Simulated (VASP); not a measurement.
# GaN (P4/nmm) in VASP: further runs

Runs on GaN. Level: PBE. Tasks: single point, relaxation of cell and atoms.

All numbers are computed with VASP 6.6.1; they aren't measurements. Logs are shortened: lines on timing, memory, paths and dates and some standing lists are left out, and cuts for length are marked.

**1. The cell of the first run**

The structure is tetragonal, space group P4/nmm (No. 129). Conventional cell: a = 3.758 Å, b = 3.758 Å, c = 3.786 Å, α = 90.00°, β = 90.00°, γ = 90.00°. Within 2.7 Å of Ga (site symmetry -4m2) lie 4 N at 2.00 Å and 4 Ga at 2.66 Å. N (site symmetry 4mm) has 4 Ga at 2.00 Å within 2.7 Å.

**2. Single point, PBE**

The input, INCAR:

```
SYSTEM = GaN
PREC = Accurate
ENCUT = 520
EDIFF = 1E-7
ISMEAR = 0
SIGMA = 0.1
LREAL = .FALSE.
LASPH = .TRUE.
NELM = 80
ALGO = Normal
ISIF = 2
LWAVE = .FALSE.
LCHARG = .TRUE.
GGA = PE
LELF = .TRUE.
LVHAR = .TRUE.
NBANDS = 26
```

The input, KPOINTS:

```
regular mesh
0
G
  4 4 6
  0 0 0
```

The input, POSCAR:

```
GaN
1.0
    3.7581709507      0.0000000000      0.0000000000
    0.0000000000      3.7581709507      0.0000000000
    0.0000000000      0.0000000000      3.7855401528
Ga N
2 2
Direct
    0.0000000000      0.0000000000      0.5000000000
    0.5000000000      0.5000000000      0.5000000000
    0.5000000000      0.0000000000      0.6810684034
    0.0000000000      0.5000000000      0.3189315966
```

Potentials or basis: VASP PAW PBE potentials, release 64 (Ga_d, N).

Launch:

```bash
$ cat potpaw_PBE.64/Ga_d/POTCAR potpaw_PBE.64/N/POTCAR > POTCAR
$ mpirun -np 1 vasp_std > vasp.out
```

OUTCAR:

```text
SYSTEM = GaN
   PREC = Accurate
   ENCUT = 520
   EDIFF = 1E-7
   ISMEAR = 0
   LREAL = .FALSE.
   LASPH = .TRUE.
   NELM = 80
   ISIF = 2
   GGA = PE

 ion  position               nearest neighbor table
   1  0.000  0.000  0.500-   3 2.00   4 2.00   4 2.00   3 2.00   2 2.66   2 2.66   2 2.66   2 2.66

   2  0.500  0.500  0.500-   3 2.00   4 2.00   3 2.00   4 2.00   1 2.66   1 2.66   1 2.66   1 2.66

   3  0.500  0.000  0.681-   1 2.00   2 2.00   2 2.00   1 2.00
   4  0.000  0.500  0.319-   1 2.00   2 2.00   1 2.00   2 2.00

  LATTYP: Found a simple tetragonal cell.
 ALAT       =     3.7581709507
 C/A-ratio  =     1.0072825857

  Lattice vectors:

 A1 = (   3.7581709507,   0.0000000000,   0.0000000000)
 A2 = (   0.0000000000,   3.7581709507,   0.0000000000)
 A3 = (   0.0000000000,   0.0000000000,   3.7855401528)

Analysis of symmetry for initial positions (statically):
=====================================================================
 Subroutine PRICEL returns:
 Original cell was already a primitive cell.

 Routine SETGRP: Setting up the symmetry group for a
 simple tetragonal supercell.

 Subroutine GETGRP returns: Found 16 space group operations
 (whereof  8 operations were pure point group operations)
 out of a pool of 16 trial point group operations.

The static configuration has the point symmetry D_2d.
 The point group associated with its full space group is D_4h.

Analysis of symmetry for dynamics (positions and initial velocities):
=====================================================================
 Subroutine PRICEL returns:
 Original cell was already a primitive cell.

 Routine SETGRP: Setting up the symmetry group for a
 simple tetragonal supercell.

 Subroutine GETGRP returns: Found 16 space group operations
 (whereof  8 operations were pure point group operations)
 out of a pool of 16 trial point group operations.

The dynamic configuration has the point symmetry D_2d.
 The point group associated with its full space group is D_4h.

 Subroutine INISYM returns: Found 16 space group operations
 (whereof  8 operations are pure point group operations),
 and found     1 'primitive' translations

----------------------------------------------------------------------------------------

                                     Primitive cell

  volume of cell :      53.4664

  direct lattice vectors                    reciprocal lattice vectors
     3.758170951  0.000000000  0.000000000     0.266086885  0.000000000  0.000000000
     0.000000000  3.758170951  0.000000000     0.000000000  0.266086885  0.000000000
     0.000000000  0.000000000  3.785540153     0.000000000  0.000000000  0.264163094

  length of vectors
     3.758170951  3.758170951  3.785540153     0.266086885  0.266086885  0.264163094

  position of ions in fractional coordinates (direct lattice)
     0.000000000  0.000000000  0.500000000
     0.500000000  0.500000000  0.500000000
     0.500000000  0.000000000  0.681068403
     0.000000000  0.500000000  0.318931597

  ion indices of the primitive-cell ions
   primitive index   ion index
                 1           1
                 2           2
                 3           3
                 4           4

----------------------------------------------------------------------------------------

 KPOINTS: regular mesh

Automatic generation of k-mesh.
 Grid dimensions read from file:
 generate k-points for:    4    4    6

 Generating k-lattice:

  Cartesian coordinates                     Fractional coordinates (reciprocal lattice)
     0.066521721  0.000000000  0.000000000     0.250000000  0.000000000  0.000000000
     0.000000000  0.066521721  0.000000000     0.000000000  0.250000000  0.000000000
     0.000000000  0.000000000  0.044027182     0.000000000  0.000000000  0.166666667

  Length of vectors
     0.066521721  0.066521721  0.044027182

  Shift w.r.t. Gamma in fractional coordinates (k-lattice)
     0.000000000  0.000000000  0.000000000

 Subroutine IBZKPT returns following result:
 ===========================================

 Found     24 irreducible k-points:

 Following reciprocal coordinates:
            Coordinates               Weight
  0.000000  0.000000  0.000000      1.000000
  0.250000  0.000000  0.000000      4.000000
  0.500000  0.000000  0.000000      2.000000
  0.250000  0.250000  0.000000      4.000000
  0.500000  0.250000  0.000000      4.000000
  0.500000  0.500000  0.000000      1.000000
[... 16 lines left out ...]
  0.500000  0.250000  0.500000      4.000000
  0.500000  0.500000  0.500000      1.000000
   k-points           NKPTS =     24   k-points in BZ     NKDIM =     24   number of bands    NBANDS=     26
   number of dos      NEDOS =    301   number of ions     NIONS =      4
   total plane-waves  NPLWV =  21952
   dimension x,y,z NGX =    28 NGY =   28 NGZ =   28
   dimension x,y,z NGXF=    56 NGYF=   56 NGZF=   56
   ions per type =               2   2
   NGX,Y,Z   is equivalent  to a cutoff of  12.39, 12.39, 12.30 a.u.
   NGXF,Y,Z  is equivalent  to a cutoff of  24.77, 24.77, 24.59 a.u.
 SYSTEM =  GaN
   PREC   = accura    normal or accurate (medium, high low for compatibility)
   ISTART =      0    job   : 0-new  1-cont  2-samecut
   ICHARG =      2    charge: 1-file 2-atom 10-const
   ISPIN  =      1    spin polarized calculation?
   LNONCOLLINEAR =      F non collinear calculations
   LSORBIT =      F    spin-orbit coupling
   LASPH  =      T    aspherical Exc in radial PAW
   ENCUT  =  520.0 eV  38.22 Ry    6.18 a.u.   6.99  6.99  7.04*2*pi/ulx,y,z
   NELM   =     80;   NELMIN=  2; NELMDL= -5     # of ELM steps
   EDIFF  = 0.1E-06   stopping-criterion for ELM
   LREAL  =      F    real-space projection
   EDIFFG = 0.1E-05   stopping-criterion for IOM
   NSW    =      0    number of steps for IOM
   IBRION =     -1    ionic relax: 0-MD 1-quasi-New 2-CG
   NFREE  =      0    steps in history (QN), initial steepest desc. (CG)
   ISIF   =      2    stress and relaxation
   ISYM   =      2    0-nonsym 1-usesym 2-fastsym
   POTIM  = 0.5000    time-step for ionic-motion
   TEBEG  =    0.0;   TEEND  =   0.0 temperature during run
   PSTRESS=    0.0 pullay stress
   NELECT =      36.0000    total number of electrons
   NUPDOWN=      -1.0000    fix difference up-down
   EMIN   =  10.00;   EMAX   =-10.00  energy-range for DOS
   EFERMI =   0.00;   METHOD = LEGACY
   ISMEAR =     0;   SIGMA  =   0.10  broadening in eV -4-tet -1-fermi 0-gaus
   EFERMI_NEDOS =   21; number of points for ismear=-14 and -15
   IALGO  =     38    algorithm
   IMIX   =      4    mixing-type and parameters
     AMIX     =   0.40;   BMIX     =  1.00
     AMIX_MAG =   1.60;   BMIX_MAG =  1.00
  volume/ion in A,a.u.               =      13.37        90.20
  Fermi-wavevector in a.u.,A,eV,Ry     =   1.434879  2.711529 28.012742  2.058878
  Thomas-Fermi vector in A             =   2.554239
   LORBIT       =      0    0 simple, 1 ext, 2 COOP (PROOUT), +10 PAW based schemes
   GGA     = PE    functional components
   LHFCALC =     F    Hartree Fock is set to
   AEXX    =    0.0000 exact exchange contribution
   IVDW    =     0    specifies the selected vdW correction
   LEPSILON=     F    determine dielectric tensor
   LRPA    =     F    only Hartree local field effects (RPA)
 non-spin polarized calculation
 Gauss-broadening in eV      SIGMA  =   0.10
  energy-cutoff  :      520.00
  volume of cell :       53.47
 maximum number of plane-waves:      1472
 NGX is ok and might be reduce to    28
   NGX = 13   NGY = 13   NGZ = 15

 number of electron      36.0000024 magnetization

 Free energy of the ion-electron system (eV)
  ---------------------------------------------------
  ext. energy  EPLUGINS =         0.00000000
  ---------------------------------------------------
  free energy    TOTEN  =       -21.35132906 eV

  energy without entropy =      -21.35132906  energy(sigma->0) =      -21.35132906

 E-fermi :   4.2692     XC(G=0): -10.7033

 val. band max:        3.8620619228   @ k =   0.2500   0.2500   0.0000
 cond. band min:       4.6604173732   @ k =   0.0000   0.0000   0.0000
 fundamental gap:      0.7983554504
 Fermi energy:         4.2692362430

 k-point     1 :       0.0000    0.0000    0.0000
  band No.  band energies     occupation
      1     -12.4092      2.00000
      2     -11.7966      2.00000
      3     -10.4932      2.00000
      4     -10.3407      2.00000
      5     -10.3407      2.00000
      6     -10.1056      2.00000
[... 18 lines left out ...]
     25      15.3680      0.00000
     26      16.7198      0.00000

 k-point     2 :       0.2500    0.0000    0.0000
  band No.  band energies     occupation
      1     -12.0264      2.00000
      2     -11.6390      2.00000
      3     -10.4161      2.00000
      4     -10.3374      2.00000
      5     -10.2940      2.00000
      6     -10.1597      2.00000
[... 18 lines left out ...]
     25      14.7073      0.00000
     26      15.3304      0.00000

 k-point     3 :       0.5000    0.0000    0.0000
  band No.  band energies     occupation
      1     -11.4955      2.00000
      2     -11.4955      2.00000
      3     -10.2603      2.00000
      4     -10.2603      2.00000
      5     -10.2470      2.00000
      6     -10.2470      2.00000
[... 18 lines left out ...]
     25      14.8068      0.00000
     26      14.8068      0.00000

 k-point     4 :       0.2500    0.2500    0.0000
  band No.  band energies     occupation
      1     -11.6846      2.00000
      2     -11.4602      2.00000
      3     -10.4656      2.00000
      4     -10.2586      2.00000
      5     -10.2483      2.00000
      6     -10.2348      2.00000
[... 18 lines left out ...]
     25      15.3807      0.00000
     26      15.4068      0.00000
[... 496 lines left out ...]
      1     -11.5816      2.00000
      2     -11.4656      2.00000
      3     -10.4750      2.00000
      4     -10.2764      2.00000
      5     -10.2476      2.00000
      6     -10.2346      2.00000
[... 18 lines left out ...]
     25      15.6526      0.00000
     26      18.0496      0.00000

 k-point    23 :       0.5000    0.2500    0.5000
  band No.  band energies     occupation
      1     -11.2463      2.00000
      2     -11.2463      2.00000
      3     -10.4215      2.00000
      4     -10.4215      2.00000
      5     -10.2725      2.00000
      6     -10.2725      2.00000
[... 18 lines left out ...]
     25      16.8526      0.00000
     26      16.8526      0.00000

 k-point    24 :       0.5000    0.5000    0.5000
  band No.  band energies     occupation
      1     -11.0312      2.00000
      2     -11.0312      2.00000
      3     -10.5095      2.00000
      4     -10.5095      2.00000
      5     -10.2414      2.00000
      6     -10.2414      2.00000
[... 18 lines left out ...]
     25      16.5409      0.00000
     26      16.5409      0.00000

------------------------ aborting loop because EDIFF is reached ----------------------------------------

  FORCE on cell =-STRESS in cart. coord.  units (eV):
  Direction    XX          YY          ZZ          XY          YZ          ZX
  --------------------------------------------------------------------------------------
  -------------------------------------------------------------------------------------
  Total        0.1608701      0.1608701      0.0825982      0.0000000      0.0000000     -0.0000000
  in kB        4.8206444      4.8206444      2.4751421      0.0000000      0.0000000     -0.0000000
  external PRESSURE =       4.0388103 kB  Pullay stress =       0.0000000 kB

 VOLUME and BASIS-vectors are now :
 -----------------------------------------------------------------------------
  energy-cutoff  :      520.00
  volume of cell :       53.47
      direct lattice vectors                 reciprocal lattice vectors
     3.758170951  0.000000000  0.000000000     0.266086885  0.000000000  0.000000000
     0.000000000  3.758170951  0.000000000     0.000000000  0.266086885  0.000000000
     0.000000000  0.000000000  3.785540153     0.000000000  0.000000000  0.264163094

 POSITION                                       TOTAL-FORCE (eV/Angst)
 -----------------------------------------------------------------------------------
      0.00000      0.00000      1.89277         0.000000      0.000000      0.000000
      1.87909      1.87909      1.89277        -0.000000     -0.000000      0.000000
      1.87909      0.00000      2.57821         0.000000     -0.000000      0.020647
      0.00000      1.87909      1.20733         0.000000      0.000000     -0.020647
 -----------------------------------------------------------------------------------
    total drift:                                0.000000      0.000000      0.000000

  FREE ENERGIE OF THE ION-ELECTRON SYSTEM (eV)
  ---------------------------------------------------
  free  energy   TOTEN  =       -21.3513290625 eV

  energy  without entropy=      -21.3513290623  energy(sigma->0) =      -21.35132906
```

Run time: 19 s. Hardware: 1 thread of Intel Xeon 6975P-C (Granite Rapids), shared host; peak memory 0.16 GiB.

What came out:

```
Free energy            : -21.3513 eV
Pressure               : 0.4 GPa
Largest force          : 0.021 eV/Å
Band gap on the k mesh : 0.80 eV, indirect (least direct gap 1.46 eV)
```

Forces on the atoms (eV/Å):
```
Ga   0.000  0.000  0.000
Ga   0.000  0.000  0.000
N    0.000  0.000  0.021
N    0.000  0.000 -0.021
```

Levels at points of the mesh, in eV from the valence-band top:
```
           k point  band 15  band 16  band 17  band 18  band 19  band 20  band 21  band 22
(0.00, 0.00, 0.00)    -1.63    -1.00    -1.00    -0.66     0.80     1.19     4.89     9.25
(0.50, 0.00, 0.00)    -2.92    -2.92    -0.58    -0.58     4.30     4.30     6.40     6.40
(0.50, 0.50, 0.00)    -1.17    -1.17    -0.97    -0.97     5.33     5.33     7.73     7.73
(0.00, 0.00, 0.50)    -3.04    -2.13    -1.21    -1.21     1.80     4.01     5.70     5.72
(0.50, 0.00, 0.50)    -2.74    -2.74    -0.76    -0.76     3.05     3.05     7.86     7.86
(0.50, 0.50, 0.50)    -2.35    -2.35    -2.18    -2.18     6.22     6.22     7.68     7.68
```

**3. Single point, PBE**

This run uses another cell than the first one, of 13.85 Å³/atom, 1.036 times its volume.

The input, INCAR:

```
  ALGO = Normal
  EDIFF = 1E-6
  ENCUT = 520
  GGA = PE
  ISIF = 2
  ISMEAR = 0
  LASPH = T
  LCHARG = F
  LREAL = F
  LWAVE = F
  NBANDS = 26
  NELM = 60
  PREC = Accurate
  SIGMA = 0.1
```

The input, KPOINTS:

```
k-points
0
Gamma
  4 4 6
```

The input, POSCAR:

```
GaN
1.0
    4.0645721500      0.0000000000      0.0000000000
    0.0000000000      4.0645721500      0.0000000000
    0.0000000000      0.0000000000      3.3525325100
Ga N
2 2
Direct
    0.0000000000      0.0000000000      0.5000000000
    0.5000000000      0.5000000000      0.5000000000
    0.5000000000      0.0000000000      0.6535902300
    0.0000000000      0.5000000000      0.3464097700
```

Potentials or basis: VASP PAW PBE potentials, release 64 (Ga_d, N).

Launch:

```bash
$ cat potpaw_PBE.64/Ga_d/POTCAR potpaw_PBE.64/N/POTCAR > POTCAR
$ mpirun -np 1 vasp_std > vasp.out
```

OUTCAR:

```text
EDIFF = 1E-6
   ENCUT = 520
   GGA = PE
   ISIF = 2
   ISMEAR = 0
   LASPH = T
   LREAL = F
   NELM = 60
   PREC = Accurate

 ion  position               nearest neighbor table
   1  0.000  0.000  0.500-   3 2.10   4 2.10   4 2.10   3 2.10   2 2.87   2 2.87   2 2.87   2 2.87

   2  0.500  0.500  0.500-   3 2.10   4 2.10   3 2.10   4 2.10   1 2.87   1 2.87   1 2.87   1 2.87

   3  0.500  0.000  0.654-   1 2.10   2 2.10   2 2.10   1 2.10
[... 896 lines left out ...]
  FORCE on cell =-STRESS in cart. coord.  units (eV):
  Direction    XX          YY          ZZ          XY          YZ          ZX
  --------------------------------------------------------------------------------------
  -------------------------------------------------------------------------------------
  Total       -7.6385734     -7.6385734      1.4421079      0.0000000      0.0000000      0.0000000
  in kB     -220.9633091   -220.9633091     41.7162885      0.0000000      0.0000000      0.0000000
  external PRESSURE =    -133.4034432 kB  Pullay stress =       0.0000000 kB

 VOLUME and BASIS-vectors are now :
 -----------------------------------------------------------------------------
  energy-cutoff  :      520.00
  volume of cell :       55.39
      direct lattice vectors                 reciprocal lattice vectors
     4.064572150  0.000000000  0.000000000     0.246028355  0.000000000  0.000000000
     0.000000000  4.064572150  0.000000000     0.000000000  0.246028355  0.000000000
     0.000000000  0.000000000  3.352532510     0.000000000  0.000000000  0.298281970

 POSITION                                       TOTAL-FORCE (eV/Angst)
 -----------------------------------------------------------------------------------
      0.00000      0.00000      1.67627         0.000000      0.000000      0.000000
      2.03229      2.03229      1.67627         0.000000     -0.000000      0.000000
      2.03229      0.00000      2.19118         0.000000      0.000000     -0.142804
      0.00000      2.03229      1.16135         0.000000     -0.000000      0.142804
 -----------------------------------------------------------------------------------
    total drift:                                0.000000      0.000000      0.000000

  FREE ENERGIE OF THE ION-ELECTRON SYSTEM (eV)
  ---------------------------------------------------
  free  energy   TOTEN  =       -20.6501116214 eV

  energy  without entropy=      -20.6424587077  energy(sigma->0) =      -20.64628516
```

OSZICAR:

```text
N       E                     dE             d eps       ncg     rms          rms(c)
DAV:   1     0.277868437215E+03    0.27787E+03   -0.17897E+04  1312   0.241E+03
DAV:   2     0.131553416442E+02   -0.26471E+03   -0.25051E+03  1392   0.478E+02
DAV:   3    -0.234546068550E+02   -0.36610E+02   -0.35789E+02  1510   0.142E+02
DAV:   4    -0.248259203703E+02   -0.13713E+01   -0.13644E+01  1528   0.292E+01
DAV:   5    -0.248527300936E+02   -0.26810E-01   -0.26779E-01  1528   0.387E+00    0.108E+01
DAV:   6    -0.207572319545E+02    0.40955E+01   -0.14814E+01  2098   0.492E+01    0.375E+00
DAV:   7    -0.206969773111E+02    0.60255E-01   -0.12538E+00  1448   0.109E+01    0.248E+00
DAV:   8    -0.206941783188E+02    0.27990E-02   -0.52134E-01  1634   0.594E+00    0.195E+00
DAV:   9    -0.206489904737E+02    0.45188E-01   -0.12741E-01  1678   0.439E+00    0.559E-01
DAV:  10    -0.206504108626E+02   -0.14204E-02   -0.13086E-02  1406   0.889E-01    0.167E-01
DAV:  11    -0.206501212708E+02    0.28959E-03   -0.30915E-03  1858   0.781E-01    0.687E-02
DAV:  12    -0.206501241936E+02   -0.29228E-05   -0.31377E-04  1396   0.145E-01    0.690E-02
DAV:  13    -0.206501134489E+02    0.10745E-04   -0.33720E-05  1472   0.443E-02    0.179E-02
DAV:  14    -0.206501114805E+02    0.19685E-05   -0.81711E-06  1362   0.273E-02    0.127E-03
DAV:  15    -0.206501116214E+02   -0.14096E-06   -0.10066E-06   810   0.761E-03
   1 F= -.20650112E+02 E0= -.20646285E+02  d E =-.765291E-02
```

It took 19 s on 1 thread of Intel Xeon 6975P-C (Granite Rapids), shared host; peak memory 0.17 GiB.

Results:

| Item | Value |
| --- | --- |
| Free energy | -20.6501 eV |
| Pressure | -13.3 GPa |
| Largest force | 0.143 eV/Å |
| Band gap on the k mesh | zero (band 18 reaches 3.92 eV, above the bottom of band 19 at 2.83 eV) |

Forces in eV/Å, atoms in the order of the input:
```
Ga   0.000  0.000  0.000
Ga   0.000  0.000  0.000
N    0.000  0.000 -0.143
N    0.000  0.000  0.143
```

Stress tensor (GPa, compression positive):
```
-22.10   0.00   0.00
  0.00 -22.10   0.00
  0.00   0.00   4.17
```

Caveat: the k points lie up to 0.39 Å⁻¹ apart.

[end of part 1 of 2]
